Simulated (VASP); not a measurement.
# HfB2 in VASP: a series of runs, part 2 of 2

VASP 6.6.1. Earlier steps stand in the parts before.

### Step 4. Electric field gradients, PBEsol (zz strain of -2 %)

File INCAR:

```
ALGO = Normal
EDIFF = 1E-8
ENCUT = 520
GGA = PS
ISIF = 2
ISMEAR = -1
LASPH = T
LCHARG = F
LEFG = T
LREAL = F
LWAVE = F
NBANDS = 15
NELM = 100
PREC = Accurate
SIGMA = 0.05
```

File KPOINTS:

```
k-points
0
Gamma
  13 13 11
```

File POSCAR:

```
HfB2
1.0
    3.1400001005      0.0000000000      0.0000000000
   -1.5700000503      2.7193198549      0.0000000000
    0.0000000000      0.0000000000      3.4104000000
Hf B
1 2
Direct
    0.0000000000      0.0000000000      0.0000000000
    0.3333333333      0.6666666667      0.5000000000
    0.6666666667      0.3333333333      0.5000000000
```

Potentials or basis: VASP PAW PBE potentials, release 64 (Hf_pv, B).

Command:

```bash
$ cat potpaw_PBE.64/Hf_pv/POTCAR potpaw_PBE.64/B/POTCAR > POTCAR
$ mpirun -np 1 vasp_std > vasp.out
```

OUTCAR:

```text
EDIFF = 1E-8
   ENCUT = 520
   GGA = PS
   ISIF = 2
   ISMEAR = -1
   LASPH = T
   LREAL = F
   NELM = 100
   PREC = Accurate

 ion  position               nearest neighbor table
   1  0.000  0.000  0.000-   2 2.49   3 2.49   2 2.49   3 2.49   3 2.49   3 2.49   2 2.49   2 2.49
                             3 2.49   3 2.49   2 2.49   2 2.49
   2  0.333  0.667  0.500-   3 1.81   3 1.81   3 1.81   1 2.49   1 2.49   1 2.49   1 2.49   1 2.49
                             1 2.49
   3  0.667  0.333  0.500-   2 1.81   2 1.81   2 1.81   1 2.49   1 2.49   1 2.49   1 2.49   1 2.49
                             1 2.49

  LATTYP: Found a hexagonal cell.
[... 660 lines left out ...]
---------------------------------------------------------------------
 ion       V_xx      V_yy      V_zz      V_xy      V_xz      V_yz
---------------------------------------------------------------------
   1     -36.930   -36.930    73.860     0.000    -0.000    -0.000
   2      -0.295    -0.295     0.590    -0.000     0.000     0.000
   3      -0.295    -0.295     0.590    -0.000     0.000     0.000
---------------------------------------------------------------------

 Electric field gradients after diagonalization (V/A^2)
 (convention: |V_zz| > |V_xx| > |V_yy|)
----------------------------------------------------------------------
 ion       V_xx      V_yy      V_zz     asymmetry (V_yy - V_xx)/ V_zz
----------------------------------------------------------------------
   1     -36.930   -36.930    73.860       0.000
   2      -0.295    -0.295     0.590       0.000
   3      -0.295    -0.295     0.590       0.000
----------------------------------------------------------------------

           NMR quadrupolar parameters

 Cq : quadrupolar parameter    Cq=e*Q*V_zz/h
 eta: asymmetry parameters     (V_yy - V_xx)/ V_zz
 Q  : nuclear electric quadrupole moment in mb (millibarn)
----------------------------------------------------------------------
 ion       Cq(MHz)       eta       Q (mb)
----------------------------------------------------------------------
   1       0.179       0.000       1.000
   2       0.001       0.000       1.000
   3       0.001       0.000       1.000
----------------------------------------------------------------------
```

OSZICAR:

```text
N       E                     dE             d eps       ncg     rms          rms(c)
DAV:   1     0.270128014840E+02    0.27013E+02   -0.80332E+03  3780   0.102E+03
DAV:   2    -0.284758123069E+02   -0.55489E+02   -0.51784E+02  5035   0.219E+02
DAV:   3    -0.300167738025E+02   -0.15410E+01   -0.15347E+01  5026   0.268E+01
DAV:   4    -0.300227825532E+02   -0.60088E-02   -0.60083E-02  4410   0.209E+00
DAV:   5    -0.300228156813E+02   -0.33128E-04   -0.33127E-04  4949   0.137E-01    0.560E+01
DAV:   6    -0.279837389353E+02    0.20391E+01   -0.24689E+00  4641   0.114E+01    0.402E+01
DAV:   7    -0.279399437182E+02    0.43795E-01   -0.96637E-01  4816   0.722E+00    0.104E+01
DAV:   8    -0.278656302762E+02    0.74313E-01   -0.27160E-01  4445   0.395E+00    0.154E+00
DAV:   9    -0.278617490181E+02    0.38813E-02   -0.20659E-02  4445   0.116E+00    0.350E-01
DAV:  10    -0.278615561107E+02    0.19291E-03   -0.76208E-04  4823   0.234E-01    0.239E-01
DAV:  11    -0.278615618431E+02   -0.57324E-05   -0.50657E-05  4515   0.527E-02    0.691E-02
DAV:  12    -0.278615600438E+02    0.17993E-05   -0.32783E-06  4571   0.138E-02    0.163E-02
DAV:  13    -0.278615601270E+02   -0.83175E-07   -0.15099E-07  4767   0.314E-03    0.326E-03
DAV:  14    -0.278615601399E+02   -0.12888E-07   -0.23580E-08  4504   0.125E-03    0.237E-03
DAV:  15    -0.278615601566E+02   -0.16735E-07   -0.29346E-09  2219   0.452E-04    0.657E-04
DAV:  16    -0.278615601549E+02    0.16939E-08   -0.26048E-10  2023   0.140E-04
   1 F= -.27861560E+02 E0= -.27860647E+02  d E =-.182610E-02
```

Run time: 38 s. Hardware: 1 thread of Intel Xeon Platinum 8488C (Sapphire Rapids), shared host; peak memory 0.18 GiB.

Results:

- Free energy: -27.8616 eV
- Pressure: 0.4 GPa
- Band gap on the k mesh: zero (band 8 reaches 8.33 eV, above the bottom of band 9 at 7.32 eV)

Stress tensor (GPa, compression positive):
```
-1.50  0.00  0.00
 0.00 -1.50  0.00
 0.00  0.00  4.20
```

Electric field gradients, principal values (V/Å²):
| atom | least | middle | greatest (by size) |
| --- | --- | --- | --- |
| 1 Hf | -36.930 | -36.930 | 73.860 |
| 2 B | -0.295 | -0.295 | 0.590 |
| 3 B | -0.295 | -0.295 | 0.590 |

Caveat: the cell differs from its parent crystal (zz strain of -2 %); without QUAD_EFG the Cq values of the log hold for a quadrupole moment of 1 mb, not for the nuclei; the PAW data sets were made with another functional, which shifts forces and pressure a little; spin-orbit coupling is left out, which moves the levels of the heavy elements.

### Step 5. Summary

```tsv
cell	gap on the mesh (eV)	pressure (GPa)
a = 3.140, b = 3.126, c = 3.480 Å, angles 89.8, 89.4, 119.6°, 3 atoms	none	-4.4
a = 3.140, b = 3.140, c = 3.376 Å, angles 90.0, 90.0, 120.0°, 3 atoms	none	3.1
a = 3.140, b = 3.140, c = 3.410 Å, angles 90.0, 90.0, 120.0°, 3 atoms	none	0.4
```

Alike in all rows: task electric field gradients; level PBEsol; potentials or basis VASP PAW PBE potentials, release 64 (Hf_pv, B); no spin polarisation; k mesh 13 × 13 × 11; cutoff (eV) 520; smearing fermi-dirac 0.05 eV.

Caveats: the PAW data sets were made with another functional, which shifts forces and pressure a little; spin-orbit coupling is left out, which moves the levels of the heavy elements.

Total energies depend on the potentials used, so only differences within one code and one set of settings carry meaning.
